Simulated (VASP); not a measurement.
# PbSe (sol) (R-3m) in VASP: relaxation of the atoms with PBEsol

Aim: the relaxation of the atoms of PbSe (sol) with PBEsol.

All numbers are computed with VASP 6.6.1; they aren't measurements. Logs are shortened: lines on timing, memory, paths and dates and some standing lists are left out, and cuts for length are marked.

## Step 1: The cell of the first run

The structure is trigonal, space group R-3m (No. 166). The conventional cell has a = 4.358 Å, b = 4.358 Å, c = 10.506 Å, α = 90.00°, β = 90.00°, γ = 120.00°. Within 4.0 Å of Pb (site symmetry -3m) lie 6 Se at 3.07 Å. Within 4.0 Å of Se (site symmetry -3m) lie 6 Pb at 3.07 Å.

## Step 2: Relaxation of the atoms, PBEsol (strained cell)

INCAR

```
SYSTEM = PbSe
ALGO     = Normal         ! electronic algorithm
EDIFF    = 1E-7           ! SCF threshold, eV
EDIFFG   = -0.002         ! ionic threshold
ENCUT    = 450            ! plane-wave cutoff, eV
GGA      = PS             ! functional
GGA_COMPAT= .FALSE.      
IBRION   = 2              ! ionic algorithm
ISIF     = 2              ! what is computed and relaxed
ISMEAR   = 0              ! smearing method
LASPH    = .TRUE.         ! aspherical terms in the spheres
LCHARG   = .FALSE.        ! write CHGCAR
LREAL    = .FALSE.        ! projectors in reciprocal space
LWAVE    = .FALSE.        ! write WAVECAR
NELM     = 120            ! most SCF steps
NELMIN   = 4            
NSW      = 60             ! ionic steps
PREC     = Accurate       ! precision mode
SIGMA    = 0.01           ! smearing width, eV
```

KPOINTS

```
k-points
0
G
  9 9 9
  0 0 0
```

POSCAR

```
PbSe
1.0
   -0.0325469026      3.0492379333      3.0492379333
    3.0492379333     -0.0325469026      3.0492379333
    3.0492379333      3.0492379333     -0.0325469026
Pb Se
1 1
Direct
    0.0000000000      0.0000000000      0.0000000000
    0.5000000000      0.5000000000      0.5000000000
```

Potentials or basis: VASP PAW PBE potentials, release 64 (Pb_d, Se).

Run with:

```bash
$ cat potpaw_PBE.64/Pb_d/POTCAR potpaw_PBE.64/Se/POTCAR > POTCAR
$ mpirun -np 1 vasp_std > vasp.out
```

OUTCAR:

```text
SYSTEM = PbSe
   EDIFF = 1E-7
   EDIFFG = -0.002
   ENCUT = 450
   GGA = PS
   IBRION = 2
   ISIF = 2
   ISMEAR = 0
   LASPH = .TRUE.
   LREAL = .FALSE.
   NELM = 120
   NELMIN = 4
   NSW = 60
   PREC = Accurate

 ion  position               nearest neighbor table
   1  0.000  0.000  0.000-   2 3.07   2 3.07   2 3.07   2 3.07   2 3.07   2 3.07
   2  0.500  0.500  0.500-   1 3.07   1 3.07   1 3.07   1 3.07   1 3.07   1 3.07

  LATTYP: Found a trigonal (rhomboedric) cell.
 ALAT       =     4.3123964624
 COS(alpha) =     0.4892983447

  Lattice vectors:

 A1 = (  -0.0325469026,   3.0492379333,   3.0492379333)
 A2 = (   3.0492379333,  -0.0325469026,   3.0492379333)
 A3 = (   3.0492379333,   3.0492379333,  -0.0325469026)

Analysis of symmetry for initial positions (statically):
=====================================================================
 Subroutine PRICEL returns:
 Original cell was already a primitive cell.

 Routine SETGRP: Setting up the symmetry group for a
 trigonal (rhombohedral) supercell.

 Subroutine GETGRP returns: Found 12 space group operations
 (whereof 12 operations were pure point group operations)
 out of a pool of 12 trial point group operations.

The static configuration has the point symmetry D_3d.

Analysis of symmetry for dynamics (positions and initial velocities):
=====================================================================
 Subroutine PRICEL returns:
 Original cell was already a primitive cell.

 Routine SETGRP: Setting up the symmetry group for a
 trigonal (rhombohedral) supercell.

 Subroutine GETGRP returns: Found 12 space group operations
 (whereof 12 operations were pure point group operations)
 out of a pool of 12 trial point group operations.

The dynamic configuration has the point symmetry D_3d.

 Subroutine INISYM returns: Found 12 space group operations
 (whereof 12 operations are pure point group operations),
 and found     1 'primitive' translations

----------------------------------------------------------------------------------------

                                     Primitive cell

  volume of cell :      57.6105

  direct lattice vectors                    reciprocal lattice vectors
    -0.032546903  3.049237933  3.049237933    -0.161373121  0.163114166  0.163114166
     3.049237933 -0.032546903  3.049237933     0.163114166 -0.161373121  0.163114166
     3.049237933  3.049237933 -0.032546903     0.163114166  0.163114166 -0.161373121

  length of vectors
     4.312396462  4.312396462  4.312396462     0.281520419  0.281520419  0.281520419

  position of ions in fractional coordinates (direct lattice)
     0.000000000  0.000000000  0.000000000
     0.500000000  0.500000000  0.500000000

  ion indices of the primitive-cell ions
   primitive index   ion index
                 1           1
                 2           2

----------------------------------------------------------------------------------------

 KPOINTS: k-points

Automatic generation of k-mesh.
 Grid dimensions read from file:
 generate k-points for:    9    9    9

 Generating k-lattice:

  Cartesian coordinates                     Fractional coordinates (reciprocal lattice)
    -0.017930347  0.018123796  0.018123796     0.111111111  0.000000000 -0.000000000
     0.018123796 -0.017930347  0.018123796     0.000000000  0.111111111 -0.000000000
     0.018123796  0.018123796 -0.017930347     0.000000000  0.000000000  0.111111111

  Length of vectors
     0.031280047  0.031280047  0.031280047

  Shift w.r.t. Gamma in fractional coordinates (k-lattice)
     0.000000000  0.000000000  0.000000000

 Subroutine IBZKPT returns following result:
 ===========================================

 Found     85 irreducible k-points:

 Following reciprocal coordinates:
            Coordinates               Weight
  0.000000  0.000000  0.000000      1.000000
  0.111111 -0.000000 -0.000000      6.000000
  0.222222  0.000000 -0.000000      6.000000
  0.333333 -0.000000 -0.000000      6.000000
  0.444444  0.000000 -0.000000      6.000000
  0.111111  0.111111  0.000000      6.000000
[... 16 lines left out ...]
 -0.333333  0.333333  0.000000      6.000000
  0.444444  0.444444  0.000000      6.000000
 [... further k-points ...]
   k-points           NKPTS =     85   k-points in BZ     NKDIM =     85   number of bands    NBANDS=     14
   number of dos      NEDOS =    301   number of ions     NIONS =      2
   total plane-waves  NPLWV =  27000
   dimension x,y,z NGX =    30 NGY =   30 NGZ =   30
   dimension x,y,z NGXF=    60 NGYF=   60 NGZF=   60
   ions per type =               1   1
   NGX,Y,Z   is equivalent  to a cutoff of  11.57, 11.57, 11.57 a.u.
   NGXF,Y,Z  is equivalent  to a cutoff of  23.13, 23.13, 23.13 a.u.
 SYSTEM =  PbSe
   PREC   = accura    normal or accurate (medium, high low for compatibility)
   ISTART =      0    job   : 0-new  1-cont  2-samecut
   ICHARG =      2    charge: 1-file 2-atom 10-const
   ISPIN  =      1    spin polarized calculation?
   LNONCOLLINEAR =      F non collinear calculations
   LSORBIT =      F    spin-orbit coupling
   LASPH  =      T    aspherical Exc in radial PAW
   ENCUT  =  450.0 eV  33.07 Ry    5.75 a.u.   7.46  7.46  7.46*2*pi/ulx,y,z
   NELM   =    120;   NELMIN=  4; NELMDL= -5     # of ELM steps
   EDIFF  = 0.1E-06   stopping-criterion for ELM
   LREAL  =      F    real-space projection
   EDIFFG = -.2E-02   stopping-criterion for IOM
   NSW    =     60    number of steps for IOM
   IBRION =      2    ionic relax: 0-MD 1-quasi-New 2-CG
   NFREE  =      1    steps in history (QN), initial steepest desc. (CG)
   ISIF   =      2    stress and relaxation
   ISYM   =      2    0-nonsym 1-usesym 2-fastsym
   POTIM  = 0.5000    time-step for ionic-motion
   TEBEG  =    0.0;   TEEND  =   0.0 temperature during run
   PSTRESS=    0.0 pullay stress
   NELECT =      20.0000    total number of electrons
   NUPDOWN=      -1.0000    fix difference up-down
   EMIN   =  10.00;   EMAX   =-10.00  energy-range for DOS
   EFERMI =   0.00;   METHOD = LEGACY
   ISMEAR =     0;   SIGMA  =   0.01  broadening in eV -4-tet -1-fermi 0-gaus
   EFERMI_NEDOS =   21; number of points for ismear=-14 and -15
   IALGO  =     38    algorithm
   IMIX   =      4    mixing-type and parameters
     AMIX     =   0.40;   BMIX     =  1.00
     AMIX_MAG =   1.60;   BMIX_MAG =  1.00
  volume/ion in A,a.u.               =      28.81       194.39
  Fermi-wavevector in a.u.,A,eV,Ry     =   1.150582  2.174284 18.011917  1.323839
  Thomas-Fermi vector in A             =   2.287245
   LORBIT       =      0    0 simple, 1 ext, 2 COOP (PROOUT), +10 PAW based schemes
   GGA     = PS    functional components
   LHFCALC =     F    Hartree Fock is set to
   AEXX    =    0.0000 exact exchange contribution
   IVDW    =     0    specifies the selected vdW correction
   LEPSILON=     F    determine dielectric tensor
   LRPA    =     F    only Hartree local field effects (RPA)
 conjugate gradient relaxation of ions
 non-spin polarized calculation
 Gauss-broadening in eV      SIGMA  =   0.01
  energy-cutoff  :      450.00
  volume of cell :       57.61
 maximum number of plane-waves:      1265
 NGX is ok and might be reduce to    30
   NGX = 15   NGY = 15   NGZ = 15

 number of electron      19.9999996 magnetization

 Free energy of the ion-electron system (eV)
  ---------------------------------------------------
  ext. energy  EPLUGINS =         0.00000000
  ---------------------------------------------------
  free energy    TOTEN  =        -8.91488892 eV

  energy without entropy =       -8.91488892  energy(sigma->0) =       -8.91488892

 E-fermi :   4.7879     XC(G=0):  -9.6982

 val. band max:        4.6717861337   @ k =   0.4444   0.0000  -0.0000
 cond. band min:       5.2274853888   @ k =   0.4444   0.4444   0.4444
 fundamental gap:      0.5556992552
 Fermi energy:         4.7879471124

 k-point     1 :       0.0000    0.0000    0.0000
  band No.  band energies     occupation
      1     -11.8880      2.00000
      2     -11.8880      2.00000
      3     -11.8870      2.00000
      4     -11.8821      2.00000
      5     -11.8821      2.00000
      6      -8.7140      2.00000
      7      -1.4883      2.00000
      8       2.9620      2.00000
      9       2.9620      2.00000
     10       3.0874      2.00000
     11       9.5027      0.00000
     12       9.5293      0.00000
     13       9.5293      0.00000
     14      11.2415      0.00000

 k-point     2 :       0.1111   -0.0000   -0.0000
  band No.  band energies     occupation
      1     -11.8902      2.00000
      2     -11.8887      2.00000
      3     -11.8841      2.00000
      4     -11.8826      2.00000
      5     -11.8792      2.00000
      6      -8.6209      2.00000
      7      -1.8028      2.00000
      8       2.9974      2.00000
      9       3.0951      2.00000
     10       3.2050      2.00000
     11       8.6201      0.00000
     12       8.9699      0.00000
     13       8.9736      0.00000
     14      11.1128      0.00000

 k-point     3 :       0.2222    0.0000   -0.0000
  band No.  band energies     occupation
      1     -11.8972      2.00000
      2     -11.8941      2.00000
      3     -11.8837      2.00000
      4     -11.8734      2.00000
      5     -11.8703      2.00000
      6      -8.3592      2.00000
      7      -2.5367      2.00000
      8       3.1016      2.00000
      9       3.1906      2.00000
     10       3.6734      2.00000
     11       7.2750      0.00000
     12       7.9755      0.00000
     13       7.9977      0.00000
     14      11.1741      0.00000
[... 324 lines left out ...]
 k-point    23 :      -0.3333    0.3333    0.0000
  band No.  band energies     occupation
      1     -11.9606      2.00000
      2     -11.8872      2.00000
      3     -11.8796      2.00000
      4     -11.8599      2.00000
      5     -11.8525      2.00000
      6      -7.3597      2.00000
      7      -3.4331      2.00000
      8       0.5738      2.00000
      9       2.5426      2.00000
     10       2.9720      2.00000
     11       7.5377      0.00000
     12       8.1090      0.00000
     13       9.8810      0.00000
     14      11.5207      0.00000

 k-point    24 :       0.4444    0.4444    0.0000
  band No.  band energies     occupation
      1     -12.0074      2.00000
      2     -11.9041      2.00000
      3     -11.8657      2.00000
      4     -11.8435      2.00000
      5     -11.8414      2.00000
      6      -7.3366      2.00000
      7      -2.6058      2.00000
      8       0.1211      2.00000
      9       1.6202      2.00000
     10       1.7245      2.00000
     11       8.4978      0.00000
     12      10.3093      0.00000
     13      10.3575      0.00000
     14      10.5619      0.00000

 [... further k-points ...]

------------------------ aborting loop because EDIFF is reached ----------------------------------------

  FORCE on cell =-STRESS in cart. coord.  units (eV):
  Direction    XX          YY          ZZ          XY          YZ          ZX
  --------------------------------------------------------------------------------------
  -------------------------------------------------------------------------------------
  Total       -0.2577898     -0.2577898     -0.2577898      0.0660619      0.0660619      0.0660619
  in kB       -7.1692595     -7.1692595     -7.1692595      1.8372127      1.8372127      1.8372127
  external PRESSURE =      -7.1692595 kB  Pullay stress =       0.0000000 kB

 VOLUME and BASIS-vectors are now :
 -----------------------------------------------------------------------------
  energy-cutoff  :      450.00
  volume of cell :       57.61
      direct lattice vectors                 reciprocal lattice vectors
    -0.032546903  3.049237933  3.049237933    -0.161373121  0.163114166  0.163114166
     3.049237933 -0.032546903  3.049237933     0.163114166 -0.161373121  0.163114166
     3.049237933  3.049237933 -0.032546903     0.163114166  0.163114166 -0.161373121

 POSITION                                       TOTAL-FORCE (eV/Angst)
 -----------------------------------------------------------------------------------
      0.00000      0.00000      0.00000         0.000000      0.000000      0.000000
      3.03296      3.03296      3.03296        -0.000000     -0.000000     -0.000000
 -----------------------------------------------------------------------------------
    total drift:                               -0.000000      0.000000      0.000000

  FREE ENERGIE OF THE ION-ELECTRON SYSTEM (eV)
  ---------------------------------------------------
  free  energy   TOTEN  =        -8.9148889201 eV

  energy  without entropy=       -8.9148889201  energy(sigma->0) =       -8.91488892

 reached required accuracy - stopping structural energy minimisation
```

Run time: 86 s. Hardware: 1 thread of AMD EPYC 7R13, shared host; peak memory 0.18 GiB.

Results:

* Free energy: -8.9149 eV
* Pressure after relaxing: -0.7 GPa
* Band gap on the k mesh: 0.56 eV, indirect (least direct gap 0.64 eV)

Stress tensor (GPa, compression positive):
```
-0.72  0.18  0.18
 0.18 -0.72  0.18
 0.18  0.18 -0.72
```

Final structure:
```xyz
2
Lattice="-0.0325 3.0492 3.0492 3.0492 -0.0325 3.0492 3.0492 3.0492 -0.0325" Properties=species:S:1:pos:R:3 pbc="T T T"
Pb    0.0000    0.0000    0.0000
Se    3.0330    3.0330    3.0330
```

Caveat: the cell differs from its parent crystal (strained cell); the relaxation stopped at its first step, so nothing moved; the PAW data sets were made with another functional, which shifts forces and pressure a little; spin-orbit coupling is left out, which moves the levels of the heavy elements. A k mesh can miss the band edges.
